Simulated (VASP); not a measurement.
Crystal: HfO2.

```
Hf O
1.0
     0.00000    2.52264    2.52264
     2.52264    0.00000    2.52264
     2.52264    2.52264    0.00000
Hf O
1 2
Direct
  0.00000 0.00000 0.00000
  0.25000 0.25000 0.25000
  0.75000 0.75000 0.75000
```

| Quantity | Value |
| --- | --- |
| Program | VASP 6.6.1 |
| Task | relaxation of cell and atoms |
| Functional | PBEsol |
| Potentials or basis | VASP PAW PBE potentials, release 64 (Hf_pv, O) |
| Cutoff | 600 eV |
| k mesh | 8 × 8 × 8 |
| Occupations | gaussian, width 0.02 eV |
| Spin | no spin polarisation |

At the start: pressure -4.2 GPa; volume 10.70 Å³/atom.

Question: Where does the relaxation end?

Answer: Over 3 steps the energy falls by 2.2 meV/atom and the volume is 10.54 Å³/atom (-1.6 %); space group Fm-3m (No. 225, to 0.05 Å).

The path:
```csv
step,energy change (eV),largest force (eV/Å),pressure (GPa),volume (Å³)
1,0.0000,0.0000,-4.16,32.11
2,0.0099,0.0000,7.06,30.83
3,-0.0066,0.0000,-0.02,31.61
```

Final structure:
```xyz
3
Lattice="0.0000 2.5094 2.5094 2.5094 0.0000 2.5094 2.5094 2.5094 0.0000" Properties=species:S:1:pos:R:3 pbc="T T T"
Hf    0.0000    0.0000    0.0000
O     1.2547    1.2547    1.2547
O     3.7642    3.7642    3.7642
```

Caveat: the PAW data sets were made with another functional, which shifts forces and pressure a little.
